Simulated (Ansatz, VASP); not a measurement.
# One calculation of Cu, two programs

```
Cu
1.0
     1.21480   -3.95985    0.00000
     1.21480    3.95985    0.00000
     0.00000    0.00000    2.46771
Cu
2
Cartesian
  1.2148 2.8998 0.6169
  1.2148 -2.8998 1.8508
```

Alike in both runs: task single point; functional PBEsol; k mesh 14 × 14 × 14; occupations gaussian, width 0.15 eV; no spin polarisation.

|  | VASP | Ansatz |
| --- | --- | --- |
| version | VASP 6.6.1 | Ansatz 0.2.0 |
| potentials or method | VASP PAW PBE potentials, release 64 (Cu), cutoff 520 eV | scalar-relativistic, plane waves, PAW |
| valence electrons in the cell | 22 | 38 |

Ansatz gave:

* gap on the k mesh at the Fermi level (eV): none
* pressure (GPa): 0.1
* traceless stress, the component that is largest in VASP (GPa): 0.21

Estimate VASP's values.

gap on the k mesh at the Fermi level (eV): none; pressure (GPa): 1.1; traceless stress, the component that is largest in VASP (GPa): 0.31.

VASP's potentials were made for PBE, not for PBEsol. A gap of «none» marks a metal or a gap that the smearing closes. With one functional, cell and mesh, what is left measures potentials, basis and numerics. VASP's potentials hold 22 valence electrons a cell and Ansatz's 38, so a difference there can come from the potentials and not from the codes.
